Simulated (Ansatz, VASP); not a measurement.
One calculation of MgTe, two programs

```xyz
4
Lattice="4.4861 0.0000 0.0000 -2.2430 3.8851 0.0000 0.0000 0.0000 7.5761" Properties=species:S:1:pos:R:3 pbc="T T T"
Mg    0.0000    2.5900    0.0225
Mg    2.2430    1.2950    3.8106
Te    0.0000    2.5900    2.8185
Te    2.2430    1.2950    6.6066
```

Change from the starting cell: epitaxial_xy strain -2.0%.

Alike in both runs: task single point; functional HSE06; k mesh 6 × 6 × 2; no spin polarisation.

```csv
,VASP,Ansatz
version,VASP 6.6.1,Ansatz 0.2.0
potentials or method,"VASP PAW PBE potentials, release 64 (Mg, Te)","plane waves, PAW"
plane-wave cutoff (eV),520,420
occupations,"gaussian, width 0.01 eV",fixed
valence electrons in the cell,16,52
```

```tsv
	VASP	Ansatz	Ansatz less VASP
gap on the k mesh at the Fermi level (eV)	3.19	3.31	+0.112
pressure (GPa)	0.7	0.8	+0.18
traceless stress, the component that is largest in VASP (GPa)	-0.91	-0.91	+0.003
rms of the force components (eV/Å)	0.005	0.004	-0.0013
```

Atom by atom the forces differ by 0.001 eV/Å (rms over components). VASP's potentials hold 16 valence electrons a cell and Ansatz's 52, so a difference there can come from the potentials and not from the codes. Ansatz's warnings: stress exchange threshold loose, stress scf threshold loose.

Spin-orbit coupling is off throughout.
